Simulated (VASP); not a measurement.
# BaTiO3 (Amm2) in VASP: notebook

The runs below take BaTiO3 through single point, with PBE+U.

Everything below comes from runs of VASP 6.6.1. Logs are shortened: lines on timing, memory, paths and dates and some standing lists are left out, and cuts for length are marked.

### 1 The cell of the first run

The structure is orthorhombic, space group Amm2 (No. 38). Conventional cell: a = 3.927 Å, b = 5.632 Å, c = 5.830 Å, α = 90.00°, β = 90.00°, γ = 90.00°. Ba (site symmetry mm2) has 12 O at 2.78 to 3.01 Å and 8 Ti at 3.43 to 3.57 Å within 3.7 Å. Within 2.5 Å of Ti (site symmetry mm2) lie 6 O at 1.89 to 2.16 Å. Within 2.5 Å of O (site symmetry m) lie 2 Ti at 1.89 to 2.16 Å. Within 2.6 Å of O (site symmetry mm2) lie 2 Ti at 1.97 Å.

### 2 Single point, PBE+U

INCAR reads:

```
ALGO = Normal
EDIFF = 1E-6
ENCUT = 520
GGA = PE
ISIF = 2
ISMEAR = 0
LASPH = T
LCHARG = F
LDAU = T
LDAUJ = 0 0 0
LDAUL = -1 2 -1
LDAUPRINT = 1
LDAUTYPE = 2
LDAUU = 0 4 0
LMAXMIX = 4
LREAL = F
LWAVE = F
NBANDS = 51
NELM = 150
PREC = Accurate
SIGMA = 0.02
```

KPOINTS reads:

```
k-points
0
Gamma
  6 4 4
```

POSCAR reads:

```
BaTiO3
1.0
    3.9270383137      0.0000000000      0.0000000000
    0.0000000000      5.6322462303      0.0000000000
    0.0000000000      0.0000000000      5.8301959382
Ba Ti O
2 2 6
Direct
    0.0000000000      0.5000000000      0.5041109626
    0.0000000000      0.0000000000      0.0041109626
    0.5000000000      0.5000000000      0.0151225567
    0.5000000000      0.0000000000      0.5151225567
    0.5000000000      0.7458812191      0.2368016668
    0.5000000000      0.2541187809      0.2368016668
    0.0000000000      0.5000000000      0.9870631470
    0.5000000000      0.2458812191      0.7368016668
    0.5000000000      0.7541187809      0.7368016668
    0.0000000000      0.0000000000      0.4870631470
```

Potentials or basis: VASP PAW PBE potentials, release 64 (Ba_sv, Ti_sv, O).

Run with:

```
> cat potpaw_PBE.64/Ba_sv/POTCAR potpaw_PBE.64/Ti_sv/POTCAR potpaw_PBE.64/O/POTCAR > POTCAR
> mpirun -np 1 vasp_std > vasp.out
```

OUTCAR:

```text
EDIFF = 1E-6
   ENCUT = 520
   GGA = PE
   ISIF = 2
   ISMEAR = 0
   LASPH = T
   LREAL = F
   NELM = 150
   PREC = Accurate

 ion  position               nearest neighbor table
   1  0.000  0.500  0.504-   8 2.78   9 2.78   8 2.78   9 2.78   7 2.82  10 2.82  10 2.82   5 2.86
                             6 2.86   6 2.86   5 2.86   7 3.01   4 3.43   4 3.43   4 3.43   4 3.43
   2  0.000  0.000  0.004-   5 2.78   6 2.78   5 2.78   6 2.78  10 2.82   7 2.82   7 2.82   8 2.86
                             9 2.86   8 2.86   9 2.86  10 3.01   3 3.43   3 3.43   3 3.43   3 3.43
   3  0.500  0.500  0.015-   5 1.89   6 1.89   7 1.97   7 1.97   9 2.16   8 2.16   2 3.43   2 3.43
                             2 3.43   2 3.43   1 3.46   1 3.46   1 3.57   1 3.57
   4  0.500  0.000  0.515-   8 1.89   9 1.89  10 1.97  10 1.97   5 2.16   6 2.16   1 3.43   1 3.43
                             1 3.43   1 3.43   2 3.46   2 3.46   2 3.57   2 3.57
   5  0.500  0.746  0.237-   3 1.89   4 2.16   2 2.78   2 2.78   1 2.86   1 2.86
   6  0.500  0.254  0.237-   3 1.89   4 2.16   2 2.78   2 2.78   1 2.86   1 2.86
   7  0.000  0.500  0.987-   3 1.97   3 1.97   1 2.82   2 2.82   2 2.82   1 3.01
   8  0.500  0.246  0.737-   4 1.89   3 2.16   1 2.78   1 2.78   2 2.86   2 2.86
   9  0.500  0.754  0.737-   4 1.89   3 2.16   1 2.78   1 2.78   2 2.86   2 2.86
  10  0.000  0.000  0.487-   4 1.97   4 1.97   2 2.82   1 2.82   1 2.82   2 3.01

  LATTYP: Found a simple orthorhombic cell.
 ALAT       =     3.9270383137
 B/A-ratio  =     1.4342223784
 C/A-ratio  =     1.4846292479

  Lattice vectors:

 A1 = (   3.9270383137,   0.0000000000,   0.0000000000)
 A2 = (   0.0000000000,   5.6322462303,   0.0000000000)
 A3 = (   0.0000000000,   0.0000000000,   5.8301959382)

Analysis of symmetry for initial positions (statically):
=====================================================================
 Subroutine PRICEL returns following result:

  LATTYP: Found a base centered orthorhombic cell.
 ALAT       =     5.6322462303
 B/A-ratio  =     1.0351457837
 C/A-ratio  =     0.6972419445

  Lattice vectors:

 A1 = (   0.0000000000,   2.8161231151,  -2.9150979691)
 A2 = (   0.0000000000,   2.8161231151,   2.9150979691)
 A3 = (   3.9270383137,   0.0000000000,   0.0000000000)

   2 primitive cells build up your supercell.

 Routine SETGRP: Setting up the symmetry group for a
 simple orthorhombic supercell.

 Subroutine GETGRP returns: Found  4 space group operations
 (whereof  4 operations were pure point group operations)
 out of a pool of  8 trial point group operations.

The static configuration has the point symmetry C_2v.

Analysis of symmetry for dynamics (positions and initial velocities):
=====================================================================
 Subroutine PRICEL returns following result:

  LATTYP: Found a base centered orthorhombic cell.
 ALAT       =     5.6322462303
 B/A-ratio  =     1.0351457837
 C/A-ratio  =     0.6972419445

  Lattice vectors:

 A1 = (   0.0000000000,   2.8161231151,  -2.9150979691)
 A2 = (   0.0000000000,   2.8161231151,   2.9150979691)
 A3 = (   3.9270383137,   0.0000000000,   0.0000000000)

   2 primitive cells build up your supercell.

 Routine SETGRP: Setting up the symmetry group for a
 simple orthorhombic supercell.

 Subroutine GETGRP returns: Found  4 space group operations
 (whereof  4 operations were pure point group operations)
 out of a pool of  8 trial point group operations.

The dynamic configuration has the point symmetry C_2v.

 Subroutine INISYM returns: Found  4 space group operations
 (whereof  4 operations are pure point group operations),
 and found     2 'primitive' translations

----------------------------------------------------------------------------------------

                                     Primitive cell

  volume of cell :      64.4763

  direct lattice vectors                    reciprocal lattice vectors
     0.000000000  2.816123115 -2.915097969     0.000000000  0.177549056 -0.171520822
     0.000000000  2.816123115  2.915097969     0.000000000  0.177549056  0.171520822
     3.927038314  0.000000000  0.000000000     0.254644829  0.000000000  0.000000000
[... 102 lines left out ...]
   NUPDOWN=      -1.0000    fix difference up-down
   EMIN   =  10.00;   EMAX   =-10.00  energy-range for DOS
   EFERMI =   0.00;   METHOD = LEGACY
   ISMEAR =     0;   SIGMA  =   0.02  broadening in eV -4-tet -1-fermi 0-gaus
   EFERMI_NEDOS =   21; number of points for ismear=-14 and -15
   IALGO  =     38    algorithm
   IMIX   =      4    mixing-type and parameters
     AMIX     =   0.40;   BMIX     =  1.00
     AMIX_MAG =   1.60;   BMIX_MAG =  1.00
  volume/ion in A,a.u.               =      12.90        87.02
  Fermi-wavevector in a.u.,A,eV,Ry     =   1.396245  2.638520 26.524546  1.949499
  Thomas-Fermi vector in A             =   2.519618
   LORBIT       =      0    0 simple, 1 ext, 2 COOP (PROOUT), +10 PAW based schemes
 LDA+U is selected, type is set to LDAUTYPE =  2
   angular momentum for each species LDAUL =    -1    2   -1
   U (eV)           for each species LDAUU =   0.0  4.0  0.0
   J (eV)           for each species LDAUJ =   0.0  0.0  0.0
   GGA     = PE    functional components
   LHFCALC =     F    Hartree Fock is set to
   AEXX    =    0.0000 exact exchange contribution
   IVDW    =     0    specifies the selected vdW correction
   LEPSILON=     F    determine dielectric tensor
   LRPA    =     F    only Hartree local field effects (RPA)
 non-spin polarized calculation
 Gauss-broadening in eV      SIGMA  =   0.02
  energy-cutoff  :      520.00
  volume of cell :      128.95
 maximum number of plane-waves:      3496
 NGX is ok and might be reduce to    30
   NGX = 15   NGY = 21   NGZ = 21

atom =   3  type =  2  l = 2

 onsite density matrix

spin component  1

  0.1103 -0.0000  0.0000  0.0000 -0.0000
 -0.0000  0.2418 -0.0000 -0.0000 -0.0000
  0.0000 -0.0000  0.1395  0.0000 -0.0566
  0.0000 -0.0000  0.0000  0.1094 -0.0000
 -0.0000 -0.0000 -0.0566 -0.0000  0.2148

spin component  2

  0.1103 -0.0000  0.0000  0.0000 -0.0000
 -0.0000  0.2418 -0.0000 -0.0000 -0.0000
  0.0000 -0.0000  0.1395  0.0000 -0.0566
  0.0000 -0.0000  0.0000  0.1094 -0.0000
 -0.0000 -0.0000 -0.0566 -0.0000  0.2148

 occupancies and eigenvectors

  o =  0.1092  v =  0.0000 -0.0000 -0.8815  0.0000 -0.4721  0.0000  0.0000  0.0000  0.0000  0.0000      0.0000  0.0000  0.0000  0.0000  0.0000  0.0000  0.0000  0.0000  0.0000  0.0000
  o =  0.1092  v =  0.0000  0.0000  0.0000  0.0000  0.0000  0.0000 -0.0000 -0.8815  0.0000 -0.4721      0.0000  0.0000  0.0000  0.0000  0.0000  0.0000  0.0000  0.0000  0.0000  0.0000
  o =  0.1094  v =  0.0000 -0.0000 -0.0000 -1.0000 -0.0000  0.0000  0.0000  0.0000  0.0000  0.0000      0.0000  0.0000  0.0000  0.0000  0.0000  0.0000  0.0000  0.0000  0.0000  0.0000
  o =  0.1094  v =  0.0000  0.0000  0.0000  0.0000  0.0000  0.0000 -0.0000 -0.0000 -1.0000 -0.0000      0.0000  0.0000  0.0000  0.0000  0.0000  0.0000  0.0000  0.0000  0.0000  0.0000
  o =  0.1103  v =  1.0000  0.0000  0.0000  0.0000  0.0000  0.0000  0.0000  0.0000  0.0000  0.0000      0.0000  0.0000  0.0000  0.0000  0.0000  0.0000  0.0000  0.0000  0.0000  0.0000
  o =  0.1103  v =  0.0000  0.0000  0.0000  0.0000  0.0000  1.0000  0.0000  0.0000  0.0000  0.0000      0.0000  0.0000  0.0000  0.0000  0.0000  0.0000  0.0000  0.0000  0.0000  0.0000
  o =  0.2418  v =  0.0000  0.0000  0.0000  0.0000  0.0000  0.0000  1.0000 -0.0000  0.0000  0.0000      0.0000  0.0000  0.0000  0.0000  0.0000  0.0000  0.0000  0.0000  0.0000  0.0000
  o =  0.2418  v =  0.0000  1.0000 -0.0000  0.0000  0.0000  0.0000  0.0000  0.0000  0.0000  0.0000      0.0000  0.0000  0.0000  0.0000  0.0000  0.0000  0.0000  0.0000  0.0000  0.0000
  o =  0.2451  v =  0.0000  0.0000  0.0000  0.0000  0.0000  0.0000  0.0000  0.4721 -0.0000 -0.8815      0.0000  0.0000  0.0000  0.0000  0.0000  0.0000  0.0000  0.0000  0.0000  0.0000
  o =  0.2451  v =  0.0000  0.0000  0.4721 -0.0000 -0.8815  0.0000  0.0000  0.0000  0.0000  0.0000      0.0000  0.0000  0.0000  0.0000  0.0000  0.0000  0.0000  0.0000  0.0000  0.0000

atom =   4  type =  2  l = 2

 onsite density matrix

spin component  1

  0.1103 -0.0000  0.0000  0.0000 -0.0000
 -0.0000  0.2418 -0.0000 -0.0000 -0.0000
  0.0000 -0.0000  0.1395  0.0000 -0.0566
  0.0000 -0.0000  0.0000  0.1094 -0.0000
 -0.0000 -0.0000 -0.0566 -0.0000  0.2148

spin component  2

  0.1103 -0.0000  0.0000  0.0000 -0.0000
 -0.0000  0.2418 -0.0000 -0.0000 -0.0000
  0.0000 -0.0000  0.1395  0.0000 -0.0566
  0.0000 -0.0000  0.0000  0.1094 -0.0000
 -0.0000 -0.0000 -0.0566 -0.0000  0.2148

 occupancies and eigenvectors

  o =  0.1092  v =  0.0000 -0.0000 -0.8815 -0.0000 -0.4721  0.0000  0.0000  0.0000  0.0000  0.0000      0.0000  0.0000  0.0000  0.0000  0.0000  0.0000  0.0000  0.0000  0.0000  0.0000
  o =  0.1092  v =  0.0000  0.0000  0.0000  0.0000  0.0000  0.0000 -0.0000 -0.8815 -0.0000 -0.4721      0.0000  0.0000  0.0000  0.0000  0.0000  0.0000  0.0000  0.0000  0.0000  0.0000
  o =  0.1094  v =  0.0000  0.0000  0.0000 -1.0000  0.0000  0.0000  0.0000  0.0000  0.0000  0.0000      0.0000  0.0000  0.0000  0.0000  0.0000  0.0000  0.0000  0.0000  0.0000  0.0000
  o =  0.1094  v =  0.0000  0.0000  0.0000  0.0000  0.0000  0.0000  0.0000  0.0000 -1.0000  0.0000      0.0000  0.0000  0.0000  0.0000  0.0000  0.0000  0.0000  0.0000  0.0000  0.0000
  o =  0.1103  v =  1.0000  0.0000  0.0000  0.0000  0.0000  0.0000  0.0000  0.0000  0.0000  0.0000      0.0000  0.0000  0.0000  0.0000  0.0000  0.0000  0.0000  0.0000  0.0000  0.0000
  o =  0.1103  v =  0.0000  0.0000  0.0000  0.0000  0.0000  1.0000  0.0000  0.0000  0.0000  0.0000      0.0000  0.0000  0.0000  0.0000  0.0000  0.0000  0.0000  0.0000  0.0000  0.0000
  o =  0.2418  v =  0.0000  0.0000  0.0000  0.0000  0.0000  0.0000  1.0000 -0.0000 -0.0000  0.0000      0.0000  0.0000  0.0000  0.0000  0.0000  0.0000  0.0000  0.0000  0.0000  0.0000
  o =  0.2418  v =  0.0000  1.0000 -0.0000 -0.0000  0.0000  0.0000  0.0000  0.0000  0.0000  0.0000      0.0000  0.0000  0.0000  0.0000  0.0000  0.0000  0.0000  0.0000  0.0000  0.0000
  o =  0.2451  v =  0.0000  0.0000  0.0000  0.0000  0.0000  0.0000  0.0000  0.4721  0.0000 -0.8815      0.0000  0.0000  0.0000  0.0000  0.0000  0.0000  0.0000  0.0000  0.0000  0.0000
  o =  0.2451  v =  0.0000  0.0000  0.4721  0.0000 -0.8815  0.0000  0.0000  0.0000  0.0000  0.0000      0.0000  0.0000  0.0000  0.0000  0.0000  0.0000  0.0000  0.0000  0.0000  0.0000

 number of electron      79.9999997 magnetization

 Free energy of the ion-electron system (eV)
  ---------------------------------------------------
  ext. energy  EPLUGINS =         0.00000000
  ---------------------------------------------------
  free energy    TOTEN  =       -74.43254284 eV

  energy without entropy =      -74.43254284  energy(sigma->0) =      -74.43254284

 E-fermi :   4.0377     XC(G=0): -11.2254

 val. band max:        3.9428559999   @ k =   0.5000   0.0000   0.0000
 cond. band min:       6.3758249695   @ k =   0.0000   0.0000   0.0000
 fundamental gap:      2.4329689696
 Fermi energy:         4.0376524957

 k-point     1 :       0.0000    0.0000    0.0000
  band No.  band energies     occupation
      1     -53.6142      2.00000
      2     -53.6127      2.00000
      3     -29.8573      2.00000
      4     -29.8368      2.00000
      5     -29.8222      2.00000
      6     -29.7993      2.00000
[... 1285 lines left out ...]
     50      11.2940      0.00000
     51      11.8038      0.00000

 [... further k-points ...]
[... 5 lines left out ...]
  --------------------------------------------------------------------------------------
  -------------------------------------------------------------------------------------
  Total        8.8785888      8.9319569      2.8418927      0.0000000      0.0000000      0.0000000
  in kB      110.3124687    110.9755427     35.3092377      0.0000000      0.0000000      0.0000000
  external PRESSURE =      85.5324163 kB  Pullay stress =       0.0000000 kB

 VOLUME and BASIS-vectors are now :
 -----------------------------------------------------------------------------
  energy-cutoff  :      520.00
  volume of cell :      128.95
      direct lattice vectors                 reciprocal lattice vectors
     3.927038314  0.000000000  0.000000000     0.254644829  0.000000000  0.000000000
     0.000000000  5.632246230  0.000000000     0.000000000  0.177549056  0.000000000
     0.000000000  0.000000000  5.830195938     0.000000000  0.000000000  0.171520822

 POSITION                                       TOTAL-FORCE (eV/Angst)
 -----------------------------------------------------------------------------------
      0.00000      2.81612      2.93907        -0.000000     -0.000000     -0.039560
      0.00000      0.00000      0.02397        -0.000000      0.000000     -0.039560
      1.96352      2.81612      0.08817         0.000000      0.000000     -0.540324
      1.96352      0.00000      3.00327         0.000000      0.000000     -0.540324
      1.96352      4.20099      1.38060        -0.000000      0.271567      0.286559
      1.96352      1.43126      1.38060        -0.000000     -0.271567      0.286559
      0.00000      2.81612      5.75477        -0.000000     -0.000000      0.006767
      1.96352      1.38486      4.29570        -0.000000      0.271567      0.286559
      1.96352      4.24738      4.29570        -0.000000     -0.271567      0.286559
      0.00000      0.00000      2.83967        -0.000000      0.000000      0.006767
 -----------------------------------------------------------------------------------
    total drift:                                0.000000     -0.000000     -0.000881

  FREE ENERGIE OF THE ION-ELECTRON SYSTEM (eV)
  ---------------------------------------------------
  free  energy   TOTEN  =       -74.4325428367 eV

  energy  without entropy=      -74.4325428367  energy(sigma->0) =      -74.43254284
```

It took 13 min on 1 thread of AMD EPYC 7R13 (Zen 3), shared host; peak memory 0.32 GiB.

What came out:

* Free energy: -74.4325 eV
* Pressure: 8.6 GPa
* Largest force: 0.540 eV/Å
* Band gap on the k mesh: 2.43 eV

Forces on the atoms (eV/Å):
```
Ba   0.000  0.000 -0.040
Ba   0.000  0.000 -0.040
Ti   0.000  0.000 -0.540
Ti   0.000  0.000 -0.540
O    0.000  0.272  0.287
O    0.000 -0.272  0.287
O    0.000  0.000  0.007
O    0.000  0.272  0.287
O    0.000 -0.272  0.287
O    0.000  0.000  0.007
```

Levels at points of the mesh, in eV from the valence-band top:
| k point | band 37 | band 38 | band 39 | band 40 | band 41 | band 42 | band 43 | band 44 |
| --- | --- | --- | --- | --- | --- | --- | --- | --- |
| (0.00, 0.00, 0.00) | -0.51 | -0.44 | -0.33 | -0.25 | 2.43 | 2.62 | 2.72 | 3.98 |
| (0.50, 0.00, 0.00) | -0.89 | -0.16 | -0.04 | 0.00 | 2.79 | 4.12 | 4.14 | 4.22 |
| (0.00, 0.50, 0.00) | -1.02 | -1.02 | -0.69 | -0.69 | 3.22 | 3.22 | 3.50 | 3.50 |
| (0.50, 0.50, 0.00) | -0.67 | -0.67 | -0.54 | -0.54 | 3.73 | 3.73 | 4.31 | 4.31 |
| (0.00, 0.00, 0.50) | -1.06 | -1.06 | -0.54 | -0.54 | 3.33 | 3.33 | 3.42 | 3.42 |
| (0.50, 0.00, 0.50) | -0.61 | -0.61 | -0.56 | -0.56 | 3.81 | 3.81 | 4.34 | 4.34 |
| (0.00, 0.50, 0.50) | -0.95 | -0.95 | -0.84 | -0.84 | 2.73 | 2.73 | 4.01 | 4.01 |
| (0.50, 0.50, 0.50) | -0.89 | -0.89 | -0.10 | -0.10 | 4.04 | 4.04 | 4.20 | 4.20 |

Eigenvalues of the final occupation matrices:
```tsv
site	spin	trace	eigenvalues
site 3 d	1	0.82	0.11 0.11 0.11 0.24 0.25
site 3 d	2	0.82	0.11 0.11 0.11 0.24 0.25
site 4 d	1	0.82	0.11 0.11 0.11 0.24 0.25
site 4 d	2	0.82	0.11 0.11 0.11 0.24 0.25
```

Caveat: spin-orbit coupling is left out, which moves the levels of the heavy elements. A k mesh can miss the band edges.

### 3 Single point, PBE+U (biaxial strain in the a-b plane: -2.0 %)

INCAR reads:

```
PREC = Accurate
ENCUT = 520
EDIFF = 1E-7
ISMEAR = 0
SIGMA = 0.02
LREAL = F
LASPH = T
NELM = 150
ALGO = Normal
ISIF = 2
LWAVE = F
LCHARG = F
LMAXMIX = 4
LDAU = T
LDAUTYPE = 2
LDAUL = -1 2 -1
LDAUU = 0 4 0
LDAUJ = 0 0 0
LDAUPRINT = 1
GGA = PE
NBANDS = 51
```

KPOINTS reads:

```
regular mesh
0
Gamma
  6 4 4
```

POSCAR reads:

```
BaTiO3
1.0
    3.9270383137      0.0000000000      0.0000000000
    0.0000000000      5.6322462303      0.0000000000
    0.0000000000      0.0000000000      5.8432500491
Ba Ti O
2 2 6
Direct
    0.0000000000      0.5000000000      0.5048291863
    0.0000000000      0.0000000000      0.0048291863
    0.5000000000      0.5000000000      0.0166595092
    0.5000000000      0.0000000000      0.5166595092
    0.5000000000      0.7445768166      0.2350938305
    0.5000000000      0.2554231834      0.2350938305
    0.0000000000      0.5000000000      0.9882236435
    0.5000000000      0.2445768166      0.7350938305
    0.5000000000      0.7554231834      0.7350938305
    0.0000000000      0.0000000000      0.4882236435
```

Potentials or basis: VASP PAW PBE potentials, release 64 (Ba_sv, Ti_sv, O).

Run with:

```
> cat potpaw_PBE.64/Ba_sv/POTCAR potpaw_PBE.64/Ti_sv/POTCAR potpaw_PBE.64/O/POTCAR > POTCAR
> mpirun -np 1 vasp_std > vasp.out
```

Run time: 7.2 min. Hardware: 1 thread of AMD EPYC 7R13, shared host; peak memory 0.33 GiB.

Results (log left out):

* Free energy: -74.4032 eV
* Pressure: 8.9 GPa
* Largest force: 0.677 eV/Å
* Band gap on the k mesh: 2.51 eV

Forces on the atoms (eV/Å):
```
Ba   0.000  0.000 -0.047
Ba   0.000  0.000 -0.047
Ti   0.000  0.000 -0.677
Ti   0.000  0.000 -0.677
O    0.000  0.447  0.410
O    0.000 -0.447  0.410
O    0.000  0.000 -0.095
O    0.000  0.447  0.410
O    0.000 -0.447  0.410
O    0.000  0.000 -0.095
```

Stress tensor (GPa, compression positive):
```
10.95  0.00  0.00
 0.00 11.81  0.00
 0.00  0.00  3.81
```

Levels at points of the mesh, in eV from the valence-band top:
| k point | band 36 | band 37 | band 38 | band 39 | band 40 | band 41 | band 42 | band 43 | band 44 | band 45 |
| --- | --- | --- | --- | --- | --- | --- | --- | --- | --- | --- |
| (0.00, 0.00, 0.00) | -0.94 | -0.55 | -0.48 | -0.37 | -0.27 | 2.51 | 2.72 | 2.79 | 4.03 | 4.16 |
| (0.50, 0.00, 0.00) | -1.27 | -0.94 | -0.18 | -0.04 | 0.00 | 2.88 | 4.17 | 4.21 | 4.27 | 4.65 |
| (0.00, 0.50, 0.00) | -1.22 | -1.04 | -1.04 | -0.71 | -0.71 | 3.27 | 3.27 | 3.54 | 3.54 | 3.58 |
| (0.50, 0.50, 0.00) | -1.05 | -0.67 | -0.67 | -0.53 | -0.53 | 3.76 | 3.76 | 4.36 | 4.36 | 4.43 |
| (0.00, 0.00, 0.50) | -1.12 | -1.05 | -1.05 | -0.56 | -0.56 | 3.39 | 3.39 | 3.48 | 3.48 | 3.65 |
| (0.50, 0.00, 0.50) | -0.99 | -0.61 | -0.61 | -0.56 | -0.56 | 3.86 | 3.86 | 4.39 | 4.39 | 4.42 |
| (0.00, 0.50, 0.50) | -1.64 | -0.97 | -0.97 | -0.85 | -0.85 | 2.79 | 2.79 | 4.07 | 4.07 | 4.07 |
| (0.50, 0.50, 0.50) | -0.92 | -0.90 | -0.90 | -0.10 | -0.10 | 4.10 | 4.10 | 4.26 | 4.26 | 4.55 |

Eigenvalues of the final occupation matrices:
```
    site  spin  trace               eigenvalues
site 3 d     1   0.82  0.11 0.11 0.11 0.25 0.25
site 3 d     2   0.82  0.11 0.11 0.11 0.25 0.25
site 4 d     1   0.82  0.11 0.11 0.11 0.25 0.25
site 4 d     2   0.82  0.11 0.11 0.11 0.25 0.25
```

Caveat: the cell differs from its parent crystal (biaxial strain in the a-b plane: -2.0 %); spin-orbit coupling is left out, which moves the levels of the heavy elements. A k mesh can miss the band edges.

(Part 1 of 2 ends here.)
